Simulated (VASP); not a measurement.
# Sn3Te (Pmm2) in VASP: a series of runs

Sn3Te is run at these levels: PBE; tasks: single point.

All numbers are computed with VASP 6.6.1; they aren't measurements. Logs are shortened: lines on timing, memory, paths and dates and some standing lists are left out, and cuts for length are marked.

### 1 The cell of the first run

It takes space group Pmm2 (No. 25, orthorhombic). Conventional cell: a = 4.866 Å, b = 4.866 Å, c = 4.866 Å, α = 90.00°, β = 90.00°, γ = 90.00°. Sn (site symmetry mm2) has 8 Sn at 3.30 to 3.58 Å and 4 Te at 3.30 to 3.58 Å within 4.3 Å. Sn (site symmetry mm2) has 8 Sn at 3.44 to 3.45 Å and 4 Te at 3.44 Å within 4.5 Å. Sn (site symmetry mm2) has 8 Sn at 3.30 to 3.58 Å and 4 Te at 3.44 Å within 4.3 Å. Within 4.3 Å of Te (site symmetry mm2) lie 12 Sn at 3.30 to 3.58 Å.

### 2 Single point, PBE

Input file INCAR:

```
PREC = Accurate ; ENCUT = 520
EDIFF = 1E-6 ; ISMEAR = 1
SIGMA = 0.1 ; LREAL = F
LASPH = T ; NELM = 80
ALGO = Normal ; ISIF = 2
LWAVE = F ; LCHARG = F
GGA = PE ; NBANDS = 32
```

Input file KPOINTS:

```
Automatic mesh
0
Gamma
  5 5 5
```

Input file POSCAR:

```
Sn3Te
1.0
    4.8656220000      0.0000000000      0.0000000000
    0.0000000000      4.8656220000      0.0000000000
    0.0000000000      0.0000000000      4.8656220000
Sn Te
3 1
Direct
    0.4588952862      0.5000000000      0.0000000000
    0.5000000000      0.0000000000      0.5000000000
    0.0000000000      0.5000000000      0.5000000000
    0.0000000000      0.0000000000      0.0000000000
```

Potentials or basis: VASP PAW PBE potentials, release 64 (Sn_d, Te).

Command:

```console
$ cat potpaw_PBE.64/Sn_d/POTCAR potpaw_PBE.64/Te/POTCAR > POTCAR
$ mpirun -np 1 vasp_std > vasp.out
```

OUTCAR:

```text
PREC = Accurate
   ENCUT = 520
   EDIFF = 1E-6
   ISMEAR = 1
   LREAL = F
   LASPH = T
   NELM = 80
   ISIF = 2
   GGA = PE

 ion  position               nearest neighbor table
   1  0.459  0.500  0.000-   3 3.30   4 3.30   3 3.30   4 3.30   2 3.45   2 3.45   2 3.45   2 3.45
                             3 3.58   4 3.58   3 3.58   4 3.58
   2  0.500  0.000  0.500-   3 3.44   4 3.44   4 3.44   3 3.44   3 3.44   4 3.44   4 3.44   3 3.44
                             1 3.45   1 3.45   1 3.45   1 3.45
   3  0.000  0.500  0.500-   1 3.30   1 3.30   4 3.44   2 3.44   4 3.44   2 3.44   4 3.44   4 3.44
                             2 3.44   2 3.44   1 3.58   1 3.58
   4  0.000  0.000  0.000-   1 3.30   1 3.30   3 3.44   2 3.44   3 3.44   2 3.44   3 3.44   3 3.44
                             2 3.44   2 3.44   1 3.58   1 3.58

  LATTYP: Found a simple cubic cell.
 ALAT       =     4.8656220000

  Lattice vectors:

 A1 = (   4.8656220000,   0.0000000000,   0.0000000000)
 A2 = (   0.0000000000,   4.8656220000,   0.0000000000)
 A3 = (   0.0000000000,   0.0000000000,   4.8656220000)

Analysis of symmetry for initial positions (statically):
=====================================================================
 Subroutine PRICEL returns:
 Original cell was already a primitive cell.

 Routine SETGRP: Setting up the symmetry group for a
 simple cubic supercell.

 Subroutine GETGRP returns: Found  4 space group operations
 (whereof  4 operations were pure point group operations)
 out of a pool of 48 trial point group operations.

The static configuration has the point symmetry C_2v.

Analysis of symmetry for dynamics (positions and initial velocities):
=====================================================================
 Subroutine PRICEL returns:
 Original cell was already a primitive cell.

 Routine SETGRP: Setting up the symmetry group for a
 simple cubic supercell.

 Subroutine GETGRP returns: Found  4 space group operations
 (whereof  4 operations were pure point group operations)
 out of a pool of 48 trial point group operations.

The dynamic configuration has the point symmetry C_2v.

 Subroutine INISYM returns: Found  4 space group operations
 (whereof  4 operations are pure point group operations),
 and found     1 'primitive' translations

----------------------------------------------------------------------------------------

                                     Primitive cell

  volume of cell :     115.1901

  direct lattice vectors                    reciprocal lattice vectors
     4.865622000  0.000000000  0.000000000     0.205523569  0.000000000  0.000000000
     0.000000000  4.865622000  0.000000000     0.000000000  0.205523569  0.000000000
     0.000000000  0.000000000  4.865622000     0.000000000  0.000000000  0.205523569

  length of vectors
     4.865622000  4.865622000  4.865622000     0.205523569  0.205523569  0.205523569

  position of ions in fractional coordinates (direct lattice)
     0.458895286  0.500000000  0.000000000
     0.500000000  0.000000000  0.500000000
     0.000000000  0.500000000  0.500000000
     0.000000000  0.000000000  0.000000000

  ion indices of the primitive-cell ions
   primitive index   ion index
                 1           1
                 2           2
                 3           3
                 4           4

----------------------------------------------------------------------------------------

 KPOINTS: Automatic mesh

Automatic generation of k-mesh.
 Grid dimensions read from file:
 generate k-points for:    5    5    5

 Generating k-lattice:

  Cartesian coordinates                     Fractional coordinates (reciprocal lattice)
     0.041104714  0.000000000  0.000000000     0.200000000  0.000000000  0.000000000
     0.000000000  0.041104714  0.000000000     0.000000000  0.200000000  0.000000000
     0.000000000  0.000000000  0.041104714     0.000000000  0.000000000  0.200000000

  Length of vectors
     0.041104714  0.041104714  0.041104714

  Shift w.r.t. Gamma in fractional coordinates (k-lattice)
     0.000000000  0.000000000  0.000000000

 Subroutine IBZKPT returns following result:
 ===========================================

 Found     27 irreducible k-points:

 Following reciprocal coordinates:
            Coordinates               Weight
  0.000000  0.000000  0.000000      1.000000
  0.200000  0.000000  0.000000      2.000000
  0.000000  0.200000  0.000000      2.000000
  0.000000  0.000000  0.200000      2.000000
  0.400000  0.000000  0.000000      2.000000
  0.000000  0.400000  0.000000      2.000000
[... 16 lines left out ...]
  0.200000  0.200000  0.400000      8.000000
  0.400000  0.400000  0.200000      8.000000
 [... further k-points ...]
   k-points           NKPTS =     27   k-points in BZ     NKDIM =     27   number of bands    NBANDS=     32
   number of dos      NEDOS =    301   number of ions     NIONS =      4
   total plane-waves  NPLWV =  46656
   dimension x,y,z NGX =    36 NGY =   36 NGZ =   36
   dimension x,y,z NGXF=    72 NGYF=   72 NGZF=   72
   ions per type =               3   1
   NGX,Y,Z   is equivalent  to a cutoff of  12.30, 12.30, 12.30 a.u.
   NGXF,Y,Z  is equivalent  to a cutoff of  24.60, 24.60, 24.60 a.u.
 SYSTEM =  unknown system
   PREC   = accura    normal or accurate (medium, high low for compatibility)
   ISTART =      0    job   : 0-new  1-cont  2-samecut
   ICHARG =      2    charge: 1-file 2-atom 10-const
   ISPIN  =      1    spin polarized calculation?
   LNONCOLLINEAR =      F non collinear calculations
   LSORBIT =      F    spin-orbit coupling
   LASPH  =      T    aspherical Exc in radial PAW
   ENCUT  =  520.0 eV  38.22 Ry    6.18 a.u.   9.05  9.05  9.05*2*pi/ulx,y,z
   NELM   =     80;   NELMIN=  2; NELMDL= -5     # of ELM steps
   EDIFF  = 0.1E-05   stopping-criterion for ELM
   LREAL  =      F    real-space projection
[... 7 lines left out ...]
   TEBEG  =    0.0;   TEEND  =   0.0 temperature during run
   PSTRESS=    0.0 pullay stress
   NELECT =      48.0000    total number of electrons
   NUPDOWN=      -1.0000    fix difference up-down
   EMIN   =  10.00;   EMAX   =-10.00  energy-range for DOS
   EFERMI =   0.00;   METHOD = LEGACY
   ISMEAR =     1;   SIGMA  =   0.10  broadening in eV -4-tet -1-fermi 0-gaus
   EFERMI_NEDOS =   21; number of points for ismear=-14 and -15
   IALGO  =     38    algorithm
   IMIX   =      4    mixing-type and parameters
     AMIX     =   0.40;   BMIX     =  1.00
     AMIX_MAG =   1.60;   BMIX_MAG =  1.00
  volume/ion in A,a.u.               =      28.80       194.34
  Fermi-wavevector in a.u.,A,eV,Ry     =   1.222785  2.310729 20.343484  1.495204
  Thomas-Fermi vector in A             =   2.357920
   LORBIT       =      0    0 simple, 1 ext, 2 COOP (PROOUT), +10 PAW based schemes
   GGA     = PE    functional components
   LHFCALC =     F    Hartree Fock is set to
   AEXX    =    0.0000 exact exchange contribution
   IVDW    =     0    specifies the selected vdW correction
   LEPSILON=     F    determine dielectric tensor
   LRPA    =     F    only Hartree local field effects (RPA)
 non-spin polarized calculation
 Methfessel and Paxton  Order N= 1 SIGMA  =   0.10
  energy-cutoff  :      520.00
  volume of cell :      115.19
 maximum number of plane-waves:      3116
   NGX = 19   NGY = 19   NGZ = 19

 number of electron      48.0000021 magnetization

 Free energy of the ion-electron system (eV)
  ---------------------------------------------------
  ext. energy  EPLUGINS =         0.00000000
  ---------------------------------------------------
  free energy    TOTEN  =       -14.23165516 eV

  energy without entropy =      -14.22997059  energy(sigma->0) =      -14.23109363

 E-fermi :   7.6017     XC(G=0): -10.0580

 val. band max:        7.6010346612   @ k =   0.2000   0.4000   0.2000
 cond. band min:       7.6117620245   @ k =   0.4000   0.2000   0.2000
 fundamental gap:      0.0107273633
 Fermi energy:         7.6016970029

 k-point     1 :       0.0000    0.0000    0.0000
  band No.  band energies     occupation
      1     -14.0535      2.00000
      2     -14.0498      2.00000
      3     -14.0493      2.00000
      4     -14.0454      2.00000
      5     -14.0282      2.00000
      6     -14.0055      2.00000
[... 24 lines left out ...]
     31      12.4341      0.00000
     32      12.7709      0.00000

 k-point     2 :       0.2000    0.0000    0.0000
  band No.  band energies     occupation
      1     -14.0507      2.00000
      2     -14.0445      2.00000
      3     -14.0382      2.00000
      4     -14.0353      2.00000
      5     -14.0192      2.00000
      6     -13.9963      2.00000
[... 24 lines left out ...]
     31      12.9911      0.00000
     32      13.0103      0.00000

 k-point     3 :       0.0000    0.2000    0.0000
  band No.  band energies     occupation
      1     -14.0466      2.00000
      2     -14.0396      2.00000
      3     -14.0366      2.00000
      4     -14.0338      2.00000
      5     -14.0270      2.00000
      6     -14.0013      2.00000
[... 24 lines left out ...]
     31      12.8543      0.00000
     32      12.9895      0.00000

 k-point     4 :       0.0000    0.0000    0.2000
  band No.  band energies     occupation
      1     -14.0489      2.00000
      2     -14.0425      2.00000
      3     -14.0382      2.00000
      4     -14.0359      2.00000
      5     -14.0217      2.00000
      6     -13.9974      2.00000
[... 654 lines left out ...]
     31      12.2429      0.00000
     32      14.1606      0.00000

 k-point    23 :       0.2000    0.2000    0.4000
  band No.  band energies     occupation
      1     -14.0388      2.00000
      2     -14.0308      2.00000
      3     -14.0209      2.00000
      4     -14.0130      2.00000
      5     -13.9958      2.00000
      6     -13.9902      2.00000
[... 24 lines left out ...]
     31      12.2607      0.00000
     32      14.1791      0.00000

 k-point    24 :       0.4000    0.4000    0.2000
  band No.  band energies     occupation
      1     -14.0413      2.00000
      2     -14.0331      2.00000
      3     -14.0244      2.00000
      4     -14.0053      2.00000
      5     -13.9982      2.00000
      6     -13.9898      2.00000
[... 24 lines left out ...]
     31      13.0039      0.00000
     32      14.5527      0.00000

 [... further k-points ...]

------------------------ aborting loop because EDIFF is reached ----------------------------------------

  FORCE on cell =-STRESS in cart. coord.  units (eV):
  Direction    XX          YY          ZZ          XY          YZ          ZX
  --------------------------------------------------------------------------------------
  -------------------------------------------------------------------------------------
  Total        0.4766895      0.8912038      0.6368817      0.0000000      0.0000000      0.0000000
  in kB        6.6302678     12.3957412      8.8583790      0.0000000      0.0000000      0.0000000
  external PRESSURE =       9.2947960 kB  Pullay stress =       0.0000000 kB

 VOLUME and BASIS-vectors are now :
 -----------------------------------------------------------------------------
  energy-cutoff  :      520.00
  volume of cell :      115.19
      direct lattice vectors                 reciprocal lattice vectors
     4.865622000  0.000000000  0.000000000     0.205523569  0.000000000  0.000000000
     0.000000000  4.865622000  0.000000000     0.000000000  0.205523569  0.000000000
     0.000000000  0.000000000  4.865622000     0.000000000  0.000000000  0.205523569

 POSITION                                       TOTAL-FORCE (eV/Angst)
 -----------------------------------------------------------------------------------
      2.23281      2.43281      0.00000         0.018782      0.000000      0.000000
      2.43281      0.00000      2.43281         0.239516      0.000000      0.000000
      0.00000      2.43281      2.43281        -0.093517      0.000000      0.000000
      0.00000      0.00000      0.00000        -0.164780      0.000000      0.000000
 -----------------------------------------------------------------------------------
    total drift:                                0.000063     -0.000000      0.000001

  FREE ENERGIE OF THE ION-ELECTRON SYSTEM (eV)
  ---------------------------------------------------
  free  energy   TOTEN  =       -14.2316551592 eV

  energy  without entropy=      -14.2299705852  energy(sigma->0) =      -14.23109363
```

It took 49 s on 1 thread of Intel Xeon Platinum 8375C at 2.90GHz (Ice Lake), shared host; peak memory 0.25 GiB.

Results:

- Free energy: -14.2317 eV
- Pressure: 0.9 GPa
- Largest force: 0.240 eV/Å
- Band gap on the k mesh: zero (band 24 reaches 9.44 eV, above the bottom of band 25 at 7.34 eV)

Forces in eV/Å, atoms in the order of the input:
```
Sn   0.019  0.000  0.000
Sn   0.240  0.000  0.000
Sn  -0.094  0.000  0.000
Te  -0.165  0.000  0.000
```

Stress tensor (GPa, compression positive):
```
0.66 0.00 0.00
0.00 1.24 0.00
0.00 0.00 0.89
```

Levels at points of the mesh, in eV from the Fermi level:
```tsv
k point	band 22	band 23	band 24	band 25	band 26	band 27
(0.00, 0.00, 0.00)	-4.02	0.46	0.46	0.46	1.92	1.93
```

Caveat: spin-orbit coupling is left out, which moves the levels of the heavy elements.

### 3 Single point, PBE

Input file INCAR:

```
PREC     = Accurate       # precision mode
ENCUT    = 520            # plane-wave cutoff, eV
EDIFF    = 1E-6           # SCF threshold, eV
ISMEAR   = 1              # smearing method
SIGMA    = 0.1            # smearing width, eV
LREAL    = F              # projectors in reciprocal space
LASPH    = T              # aspherical terms in the spheres
NELM     = 60             # most SCF steps
ALGO     = Normal         # electronic algorithm
ISIF     = 2              # what is computed and relaxed
LWAVE    = F              # write WAVECAR
LCHARG   = F              # write CHGCAR
GGA      = PE             # functional
NBANDS   = 32             # bands
```

Input file KPOINTS:

```
regular mesh
0
Gamma
  5 5 5
```

POSCAR, as its differences from that of step 2:

```diff
@@ -8,3 +8,3 @@
 Direct
-    0.4588952862      0.5000000000      0.0000000000
+    0.5411047138      0.5000000000      0.0000000000
     0.5000000000      0.0000000000      0.5000000000
```

Potentials or basis: VASP PAW PBE potentials, release 64 (Sn_d, Te).

Command:

```console
$ cat potpaw_PBE.64/Sn_d/POTCAR potpaw_PBE.64/Te/POTCAR > POTCAR
$ mpirun -np 1 vasp_std > vasp.out
```

Run time: 54 s. Hardware: 1 thread of Intel Xeon Platinum 8375C at 2.90GHz (Ice Lake), shared host; peak memory 0.24 GiB.

The run converged. Its results:

```
Free energy            : -14.2317 eV
Pressure               : 0.9 GPa
Largest force          : 0.240 eV/Å
Band gap on the k mesh : zero (band 24 reaches 9.44 eV, above the bottom of band 25 at 7.34 eV)
```

Forces in eV/Å, atoms in the order of the input:
```
Sn  -0.019  0.000  0.000
Sn  -0.240  0.000  0.000
Sn   0.094  0.000  0.000
Te   0.165  0.000  0.000
```

Stress tensor (GPa, compression positive):
```
0.66 0.00 0.00
0.00 1.24 0.00
0.00 0.00 0.89
```

Levels at points of the mesh, in eV from the Fermi level:
| k point | band 21 | band 22 | band 23 | band 24 | band 25 | band 26 | band 27 | band 28 |
| --- | --- | --- | --- | --- | --- | --- | --- | --- |
| (0.00, 0.00, 0.00) | -4.16 | -4.02 | 0.46 | 0.46 | 0.46 | 1.92 | 1.93 | 1.95 |

Caveat: spin-orbit coupling is left out, which moves the levels of the heavy elements.
